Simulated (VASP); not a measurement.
Wanted: the native input for a VASP 6.6.1 run.

- Task: relaxation of cell and atoms
- Functional: PBE
- Potentials or basis: VASP PAW PBE potentials, release 64 (Nb_sv, O)
- Cutoff: 600 eV
- k mesh: 6 × 6 × 4
- Occupations: gaussian, width 0.1 eV
- Spin: no spin polarisation
- Dipole correction: no
- Further INCAR settings: ALGO = Normal; EDIFF = 1e-06; IBRION = 2; EDIFFG = -0.04; NSW = 90; ISIF = 3

The structure of Nb5O lies in POSCAR:

```
Nb5O
1.0
    4.7177022156      0.0000000000      0.0000000000
   -2.3588511078      4.0856499662      0.0000000000
    0.0000000000      0.0000000000      5.2599889743
Nb O
5 1
Direct
    0.3333333333      0.6666666667      0.2577598096
    0.3333333333      0.6666666667      0.7422401904
    0.6666666667      0.3333333333      0.7422401904
    0.6666666667      0.3333333333      0.2577598096
    0.0000000000      0.0000000000      0.5000000000
    0.0000000000      0.0000000000      0.0000000000
```

The cell was built from a structure type or drawn by symmetry, and may not be a known phase.

The input as run:

INCAR

```
ALGO     = Normal         # electronic algorithm
EDIFF    = 1E-6           # SCF threshold, eV
EDIFFG   = -0.04          # ionic threshold
ENCUT    = 600            # plane-wave cutoff, eV
GGA      = PE             # functional
IBRION   = 2              # ionic algorithm
ISIF     = 3              # what is computed and relaxed
ISMEAR   = 0              # smearing method
LASPH    = T              # aspherical terms in the spheres
LCHARG   = F              # write CHGCAR
LREAL    = F              # projectors in reciprocal space
LWAVE    = F              # write WAVECAR
NELM     = 80             # most SCF steps
NSW      = 90             # ionic steps
PREC     = Accurate       # precision mode
SIGMA    = 0.1            # smearing width, eV
```

KPOINTS

```
k-points
0
Gamma
  6 6 4
```

Potentials or basis: VASP PAW PBE potentials, release 64 (Nb_sv, O).

Run with:

```sh
$ cat potpaw_PBE.64/Nb_sv/POTCAR potpaw_PBE.64/O/POTCAR > POTCAR
$ mpirun -np 1 vasp_std > vasp.out
```

Results of the run:

```json
{
  "Relaxed volume": "16.86 Å³/atom",
  "Relaxed cell": "a = 4.687 Å, b = 4.687 Å, c = 5.316 Å, α = 90.00°, β = 90.00°, γ = 120.00°",
  "Space group after relaxing (to 0.1 Å)": "P6/mmm (No. 191)",
  "Energy gained by relaxing": "1.9 meV/atom",
  "Ionic steps": "5",
  "Pressure after relaxing": "0.1 GPa",
  "Largest force after relaxing": "0.028 eV/Å",
  "Band gap on the k mesh": "zero (an odd number of electrons rules out a gap without spin polarisation)"
}
```

Caveat: an odd number of electrons without spin polarisation forces a metal; a magnetic or distorted state may lie lower.

Wall time 3.2 min on 1 thread of Intel(R) Xeon(R) 6975P-C (Granite Rapids), with other jobs on the host, peak memory 0.3 GiB.
